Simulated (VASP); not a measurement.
A run of VASP 6.6.1 is set up as follows.

File INCAR:

```
PREC     = Accurate       # precision mode
ENCUT    = 520            # plane-wave cutoff, eV
EDIFF    = 1E-6           # SCF threshold, eV
ISMEAR   = -1             # smearing method
SIGMA    = 0.05           # smearing width, eV
LREAL    = F              # projectors in reciprocal space
LASPH    = T              # aspherical terms in the spheres
NELM     = 80             # most SCF steps
ALGO     = Normal         # electronic algorithm
ISIF     = 2              # what is computed and relaxed
LWAVE    = F              # write WAVECAR
LCHARG   = F              # write CHGCAR
GGA      = RE             # functional
IVDW     = 12             # dispersion correction
NBANDS   = 22             # bands
```

KPOINTS

```
regular mesh
0
Gamma
  4 4 4
```

The input POSCAR:

```
Bi
1.0
    0.0000000000      3.3328828986      3.3328828986
    3.3328828986      0.0000000000      3.3328828986
    3.3328828986      3.3328828986      0.0000000000
Bi
2
Direct
    0.0000000000      0.0000000000      0.0000000000
    0.2500000000      0.2500000000      0.2500000000
```

Potentials or basis: VASP PAW PBE potentials, release 64 (Bi_d).

Command:

```bash
$ cat potpaw_PBE.64/Bi_d/POTCAR > POTCAR
$ mpirun -np 1 vasp_std > vasp.out
```

(1) Estimate the band gap on the k mesh.

(2) Predict the dispersion energy per atom.

(3) Predict the pressure.

## Answers

(1) zero (band 15 reaches 7.22 eV, above the bottom of band 16 at 5.53 eV).

(2) -0.786 eV.

(3) 9.6 GPa.

Caveat: the k points lie up to 0.41 Å⁻¹ apart; three body term missing; the PAW data sets were made with another functional, which shifts forces and pressure a little; spin-orbit coupling is left out, which moves the levels of the heavy elements; pairwise dispersion overbinds metals, which lowers pressure and volume.
